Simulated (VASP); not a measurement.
Runs of VASP 6.6.1 on MgO. The structure is that of space group Fm-3m (No. 225), or close to it. The cells are those of the table. 

```csv
task,cell,smearing,gap on the mesh (eV),pressure (GPa),relaxed volume (Å³/atom)
relaxation of cell and atoms,"relaxed from a = 3.004 Å, angles 60.0°, 2 atoms",gaussian 0.1 eV,5.03,0.0,9.01
single point,"a = 2.942 Å, angles 60.0°, 2 atoms",gaussian 0.1 eV,5.03,-0.2,-
single point,"a = 2.942 Å, angles 60.0°, 2 atoms",gaussian 0.02 eV,5.04,-0.2,-
single point,"a = 3.004 Å, angles 60.0°, 2 atoms",gaussian 0.1 eV,4.42,(a),-
relaxation of cell and atoms,"relaxed from a = 2.942 Å, angles 60.0°, 2 atoms",gaussian 0.02 eV,5.04,0.0,9.00
```

Alike in all rows: level LDA; potentials or basis VASP PAW LDA potentials, release 64 (Mg_sv, O); no spin polarisation; k mesh 8 × 8 × 8; cutoff (eV) 750.

Question: Fill in the values left out.

Answer: (a) -9.8.

Caveats: the cell stands under tension (at least some runs).

